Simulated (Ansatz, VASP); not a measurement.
Cs: VASP beside Ansatz

```
Cs
1.0
     5.56631    0.00000    0.00000
    -2.78315    4.82056    0.00000
     0.00000    0.00000    9.25848
Cs
2
Direct
  0.66667 0.33333 0.75000
  0.33333 0.66667 0.25000
```

Alike in both runs: task relaxation of cell and atoms; functional PBEsol; k mesh 6 × 6 × 3; occupations fermi-dirac, width 0.05 eV; no spin polarisation.

|  | VASP | Ansatz |
| --- | --- | --- |
| version | VASP 6.6.1 | Ansatz 0.2.0 |
| potentials or method | VASP PAW PBE potentials, release 64 (Cs_sv) | Ansatz PAW |
| plane-wave cutoff (eV) | 600 | 420 |
| valence electrons in the cell | 18 | 18 |

Ansatz gave:

| Item | Value |
| --- | --- |
| gap on the k mesh at the Fermi level, each at its own relaxed structure (eV) | none |
| relaxed volume (Å³/atom) | 109.90 |
| relaxed cell length with the largest relative difference (Å) | 8.679 |

Task: What did VASP give for the same quantities?

Result: gap on the k mesh at the Fermi level, each at its own relaxed structure (eV): none; relaxed volume (Å³/atom): 110.12; relaxed cell length with the largest relative difference (Å): 8.723.

VASP's potentials were made for PBE, not for PBEsol. A gap of «none» marks a metal or a gap that the smearing closes.

Spin-orbit coupling is off throughout. Noted on Ansatz's run: the plane-wave basis is chosen anew once the cell has moved, so the energies of steps on either side of that aren't comparable.
